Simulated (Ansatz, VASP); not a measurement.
**One calculation of HfZrS3, two programs**

```
Zr Hf S
1.0
     4.74801    0.00000    0.00000
     0.00000    4.74801    0.00000
     0.00000    0.00000    4.74801
Zr Hf S
1 1 3
Direct
  0.50000 0.50000 0.50000
  0.00000 0.00000 0.00000
  0.50000 0.00000 0.00000
  0.00000 0.50000 0.00000
  0.00000 0.00000 0.50000
```

Alike in both runs: task relaxation of cell and atoms; functional PBE; k mesh 4 × 4 × 4; occupations gaussian, width 0.1 eV; no spin polarisation.

```csv
,VASP,Ansatz
version,VASP 6.6.1,Ansatz 0.2.0
potentials or method,"VASP PAW PBE potentials, release 64 (Zr_sv, Hf_pv, S), cutoff 600 eV","scalar-relativistic, plane waves, PAW"
valence electrons in the cell,40,56
```

|  | VASP | Ansatz | Ansatz less VASP |
| --- | --- | --- | --- |
| gap on the k mesh at the Fermi level, each at its own relaxed structure (eV) | none | none | - |
| relaxed volume (Å³/atom) | 22.48 | 22.57 | +0.095 |
| relaxed cell length with the largest relative difference (Å) | 4.826 | 4.833 | +0.0068 |

A gap of «none» marks a metal or a gap that the smearing closes. VASP's potentials hold 40 valence electrons a cell and Ansatz's 56, so a difference there can come from the potentials and not from the codes.

Spin-orbit coupling is off throughout. Noted on VASP's run: too few bands were computed for a metal, which touches its energy and stress.
